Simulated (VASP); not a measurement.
Input of a VASP 6.6.1 run:

File INCAR:

```
PREC = Accurate ; ENCUT = 520
EDIFF = 1E-7 ; ISMEAR = 0
SIGMA = 0.05 ; LREAL = F
LASPH = T ; NELM = 60
ALGO = Normal ; ISIF = 2
LWAVE = F ; LCHARG = F
GGA = PE ; NBANDS = 16
```

File KPOINTS:

```
regular mesh
0
Gamma
  9 9 9
```

Contents of POSCAR:

```
InSb
1.0
    0.0000000000      3.3187520224      3.3187520224
    3.3187520224      0.0000000000      3.3187520224
    3.3187520224      3.3187520224      0.0000000000
In Sb
1 1
Direct
    0.0000000000      0.0000000000      0.0000000000
    0.2500000000      0.2500000000      0.2500000000
```

Potentials or basis: VASP PAW PBE potentials, release 64 (In_d, Sb).

Command:

```console
$ cat potpaw_PBE.64/In_d/POTCAR potpaw_PBE.64/Sb/POTCAR > POTCAR
$ mpirun -np 1 vasp_std > vasp.out
```

**Question.** What does it give for the pressure?

**Answer.** -0.1 GPa.

**Question.** Predict the band gap on the k mesh.

**Answer.** Zero (filled and empty bands touch).

Caveat: semilocal functionals underestimate gaps, so a narrow gap can read as zero; spin-orbit coupling is left out, which moves the levels of the heavy elements.
